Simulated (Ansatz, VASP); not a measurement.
One calculation of Hg, two programs

The input INCAR:

```
SYSTEM = Hg
PREC     = Accurate       ! precision mode
ENCUT    = 410            ! plane-wave cutoff, eV
EDIFF    = 1E-8           ! SCF threshold, eV
ISMEAR   = -1             ! smearing method
SIGMA    = 0.05           ! smearing width, eV
LREAL    = .FALSE.        ! projectors in reciprocal space
LASPH    = .TRUE.         ! aspherical terms in the spheres
NELM     = 120            ! most SCF steps
ALGO     = Normal         ! electronic algorithm
ISIF     = 2              ! what is computed and relaxed
LWAVE    = .FALSE.        ! write WAVECAR
LCHARG   = .FALSE.        ! write CHGCAR
GGA      = PS             ! functional
LEFG     = .TRUE.       
NBANDS   = 37             ! bands
GGA_COMPAT= .FALSE.
```

Contents of KPOINTS:

```
Automatic mesh
0
G
  8 8 9
  0 0 0
```

File POSCAR:

```
Hg
1.0
    4.5400020208      0.0000000000      0.0000000000
   -2.2700010104      3.9317570832      0.0000000000
    0.0000000000      0.0000000000      3.8313000000
Hg
3
Direct
    0.3333333333      0.6666666667      0.5000000000
    0.0000000000      0.0000000000      0.0000000000
    0.6666666667      0.3333333333      0.5000000000
```

Input for Ansatz:

```yaml
crystal:
  lattice:
    - [4.5400020208, 0.0, 0.0]
    - [-2.2700010104, 3.9317570832, 0.0]
    - [0.0, 0.0, 3.8313]
  atoms:
    - { symbol: Hg, position: [0.3333333333, 0.6666666667, 0.5] }
    - { symbol: Hg, position: [0.0, 0.0, 0.0] }
    - { symbol: Hg, position: [0.6666666667, 0.3333333333, 0.5] }
kpoints:
  mp_grid: { grid: [8, 8, 9] }
scf:
  occupations: { method: fermi_dirac, width: 0.05 }
hamiltonian:
  xc: pbesol
  pseudopotentials: { kind: paw }
output:
  forces: true
  stress: true
  eigenvalues: true
  efg: { contact_densities: true }
```

Change from the starting cell: zz strain of -1 %, PAW files.

Alike in both runs: task electric field gradients; functional PBEsol; k mesh 8 × 8 × 9; occupations fermi-dirac, width 0.05 eV; no spin polarisation.

```csv
,VASP,Ansatz
version,VASP 6.6.1,Ansatz 0.2.0
potentials or method,"VASP PAW PBE potentials, release 64 (Hg_sv_GW)","PAW with Ansatz's default frozen-core files, scalar-relativistic"
plane-wave cutoff (eV),410,420
valence electrons in the cell,60,60
```

```tsv
	VASP	Ansatz	Ansatz less VASP
size of Vzz on the site where it differs most (V/Å²)	286.0	258.0	-27.97
```

VASP's potentials were made for PBE, not for PBEsol. The functional is the same, so the differences come from potentials, cutoffs and numerics.

Neither program's run includes spin-orbit coupling.
